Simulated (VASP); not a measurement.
# BeS (P6_3/mmc) in VASP: dielectric tensor with PBE

Aim: the dielectric tensor of BeS with PBE.

Everything below comes from runs of VASP 6.6.1. Logs are shortened: lines on timing, memory, paths and dates and some standing lists are left out, and cuts for length are marked.

### Step 1. The cell of the first run

Symmetry: P6_3/mmc, No. 194, hexagonal system. Conventional cell: a = 3.300 Å, b = 3.300 Å, c = 5.255 Å, α = 90.00°, β = 90.00°, γ = 120.00°. Be (site symmetry -3m) has 6 S at 2.31 Å and 2 Be at 2.63 Å within 3.1 Å. S (site symmetry -6m2) has 6 Be at 2.31 Å within 3.1 Å.

### Step 2. Dielectric tensor, PBE

The input, INCAR:

```
  PREC = Accurate
  ENCUT = 520
  EDIFF = 1E-8
  ISMEAR = 0
  SIGMA = 0.01
  LREAL = False
  LASPH = True
  NELM = 60
  ALGO = Normal
  ISIF = 2
  LWAVE = False
  LCHARG = False
  GGA = PE
  LEPSILON = True
```

The input, KPOINTS:

```
regular mesh
0
Gamma
  9 9 4
```

The input, POSCAR:

```
BeS
1.0
    3.3002360792      0.0000000000      0.0000000000
   -1.6501180396      2.8580882831      0.0000000000
    0.0000000000      0.0000000000      5.2552220520
Be S
2 2
Direct
    0.0000000000      0.0000000000      0.0000000000
    0.0000000000      0.0000000000      0.5000000000
    0.3333333333      0.6666666667      0.2500000000
    0.6666666667      0.3333333333      0.7500000000
```

Potentials or basis: VASP PAW PBE potentials, release 64 (Be, S).

The run is started by

```console
$ cat potpaw_PBE.64/Be/POTCAR potpaw_PBE.64/S/POTCAR > POTCAR
$ mpirun -np 1 vasp_std > vasp.out
```

OUTCAR:

```text
PREC = Accurate
   ENCUT = 520
   EDIFF = 1E-8
   ISMEAR = 0
   LREAL = False
   LASPH = True
   NELM = 60
   ISIF = 2
   GGA = PE
   LEPSILON = True

 ion  position               nearest neighbor table
   1  0.000  0.000  0.000-   3 2.31   4 2.31   4 2.31   3 2.31   4 2.31   3 2.31
   2  0.000  0.000  0.500-   3 2.31   4 2.31   4 2.31   3 2.31   4 2.31   3 2.31
   3  0.333  0.667  0.250-   1 2.31   2 2.31   1 2.31   2 2.31   1 2.31   2 2.31
   4  0.667  0.333  0.750-   1 2.31   2 2.31   1 2.31   2 2.31   1 2.31   2 2.31

  LATTYP: Found a hexagonal cell.
 ALAT       =     3.3002360792
 C/A-ratio  =     1.5923776136

  Lattice vectors:

 A1 = (   3.3002360792,   0.0000000000,   0.0000000000)
 A2 = (  -1.6501180396,   2.8580882831,   0.0000000000)
 A3 = (   0.0000000000,   0.0000000000,   5.2552220520)

Analysis of symmetry for initial positions (statically):
=====================================================================
 Subroutine PRICEL returns:
 Original cell was already a primitive cell.

 Routine SETGRP: Setting up the symmetry group for a
 hexagonal supercell.

 Subroutine GETGRP returns: Found 24 space group operations
 (whereof 12 operations were pure point group operations)
 out of a pool of 24 trial point group operations.

The static configuration has the point symmetry D_3d.
 The point group associated with its full space group is D_6h.

Analysis of symmetry for dynamics (positions and initial velocities):
=====================================================================
 Subroutine PRICEL returns:
 Original cell was already a primitive cell.

 Routine SETGRP: Setting up the symmetry group for a
 hexagonal supercell.

 Subroutine GETGRP returns: Found 24 space group operations
 (whereof 12 operations were pure point group operations)
 out of a pool of 24 trial point group operations.

The dynamic configuration has the point symmetry D_3d.
 The point group associated with its full space group is D_6h.

 Subroutine INISYM returns: Found 24 space group operations
 (whereof 12 operations are pure point group operations),
 and found     1 'primitive' translations

----------------------------------------------------------------------------------------

                                     Primitive cell

  volume of cell :      49.5692

[... 526 lines left out ...]
      1.65012      0.95270      3.94142        -0.000000     -0.000000      0.000000
 -----------------------------------------------------------------------------------
    total drift:                                0.000000     -0.000000     -0.000000

  FREE ENERGIE OF THE ION-ELECTRON SYSTEM (eV)
  ---------------------------------------------------
  free  energy   TOTEN  =       -17.9653768691 eV

  energy  without entropy=      -17.9653768691  energy(sigma->0) =      -17.96537687

 HEAD OF MICROSCOPIC STATIC DIELECTRIC TENSOR (INDEPENDENT PARTICLE, excluding Hartree and local field effects)
 ------------------------------------------------------
           9.587686    -0.000000     0.000000
           0.000000     9.587686    -0.000000
           0.000000     0.000000    10.208572
 ------------------------------------------------------

 Free energy of the ion-electron system (eV)
  ---------------------------------------------------
  ---------------------------------------------------
  free energy    TOTEN  =        -1.17048343 eV

  energy without entropy =       -1.17048343

------------------------ aborting loop because EDIFF is reached ----------------------------------------

--------------------------------------- Ionic step        2  -------------------------------------------

------------------------ aborting loop because EDIFF is reached ----------------------------------------

--------------------------------------- Ionic step        3  -------------------------------------------

 Free energy of the ion-electron system (eV)
  ---------------------------------------------------
  ---------------------------------------------------
  free energy    TOTEN  =        -1.24666619 eV

  energy without entropy =       -1.24666619

------------------------ aborting loop because EDIFF is reached ----------------------------------------

 PIEZOELECTRIC TENSOR FIELD DIRECTION 3  (e Angst)
 -----------------------------------------------------------------------------
    -0.00064  0.00000  0.00000           (  0.00000  0.00000  0.00000)
     0.00000 -0.00064 -0.00000           (  0.00000  0.00000  0.00000)
     0.00000  0.00000  0.00396           (  0.00000  0.00000 -0.00000)

 PIEZOELECTRIC TENSOR FIELD DIRECTION 3  (C/m^2)
 -----------------------------------------------------------------------------
    -0.00021  0.00000  0.00000
     0.00000 -0.00021 -0.00000
     0.00000  0.00000  0.00128

 MACROSCOPIC STATIC DIELECTRIC TENSOR (including local field effects in DFT)
 ------------------------------------------------------
           8.901707     0.000000     0.000000
           0.000000     8.901707    -0.000000
           0.000000     0.000000     9.459739
 ------------------------------------------------------

 PIEZOELECTRIC TENSOR (including local field effects)  for field in x, y, z        (e  Angst)
          XX          YY          ZZ          XY          YZ          ZX
  --------------------------------------------------------------------------------
  x     0.00000     0.00000     0.00000     0.00000     0.00000     0.00000
  y     0.00000     0.00000     0.00000     0.00000     0.00000     0.00000
  z     0.00000     0.00000     0.00000     0.00000     0.00000     0.00000

 PIEZOELECTRIC TENSOR (including local field effects)  for field in x, y, z        (C/m^2)
          XX          YY          ZZ          XY          YZ          ZX
  --------------------------------------------------------------------------------
  x     0.00000     0.00000     0.00000     0.00000     0.00000     0.00000
  y     0.00000     0.00000     0.00000     0.00000     0.00000     0.00000
  z     0.00000     0.00000     0.00000     0.00000     0.00000     0.00000

 BORN EFFECTIVE CHARGES (including local field effects) (in |e|, cummulative output)
 ---------------------------------------------------------------------------------
 ion    1
    1     2.69420     0.00000     0.00000
    2     0.00000     2.69420    -0.00000
    3    -0.00000     0.00000     2.85490
 ion    2
    1     2.69420     0.00000     0.00000
    2     0.00000     2.69420     0.00000
    3     0.00000    -0.00000     2.85490
 ion    3
    1    -2.69420     0.00000     0.00000
    2     0.00000    -2.69420     0.00000
    3     0.00000     0.00000    -2.85490
 ion    4
    1    -2.69420     0.00000     0.00000
    2     0.00000    -2.69420     0.00000
    3    -0.00000     0.00000    -2.85490
```

OSZICAR:

```text
N       E                     dE             d eps       ncg     rms          rms(c)
DAV:   1     0.604493011408E+02    0.60449E+02   -0.72326E+03   864   0.117E+03
DAV:   2    -0.127079649761E+02   -0.73157E+02   -0.66691E+02  1236   0.192E+02
DAV:   3    -0.179992173539E+02   -0.52913E+01   -0.49860E+01  1200   0.545E+01
DAV:   4    -0.181108936661E+02   -0.11168E+00   -0.11117E+00  1108   0.835E+00
[... 11 lines left out ...]
RMM:   8    -0.124664597855E+01   -0.11992E-03   -0.55005E-06  1512   0.140E-02    0.141E-03
RMM:   9    -0.124665035931E+01   -0.43808E-05   -0.41624E-07  1592   0.422E-03    0.388E-04
RMM:  10    -0.124666586247E+01   -0.15503E-04   -0.11174E-07  1527   0.997E-04    0.142E-04
RMM:  11    -0.124666456006E+01    0.13024E-05    0.23012E-07  1429   0.347E-04    0.527E-05
RMM:  12    -0.124666602438E+01   -0.14643E-05    0.11781E-07  1195   0.230E-04    0.162E-05
RMM:  13    -0.124666618750E+01   -0.16312E-06   -0.10927E-07  1202   0.224E-04    0.555E-06
```

It took 4.1 min on 1 thread of Intel Xeon 6975P-C, shared host; peak memory 0.27 GiB.

What came out:

| Property | Result |
| --- | --- |
| Band gap on the k mesh | 1.47 eV, indirect (least direct gap 3.46 eV) |
| Electronic dielectric tensor (diagonal) | 8.90, 8.90, 9.46 |
| Born charges (mean of the diagonal) | Be +2.75; S -2.75 e |

Electronic dielectric tensor:
```
8.90 0.00 0.00
0.00 8.90 0.00
0.00 0.00 9.46
```

Born effective charge tensors (e):
atom 1, Be
```
2.69 0.00 0.00
0.00 2.69 0.00
0.00 0.00 2.85
```
atom 2, Be
```
2.69 0.00 0.00
0.00 2.69 0.00
0.00 0.00 2.85
```
atom 3, S
```
-2.69  0.00  0.00
 0.00 -2.69  0.00
 0.00  0.00 -2.85
```
atom 4, S
```
-2.69  0.00  0.00
 0.00 -2.69  0.00
 0.00  0.00 -2.85
```

A k mesh can miss the band edges. A hybrid or GW would open this gap; PBE tends to underestimate it.
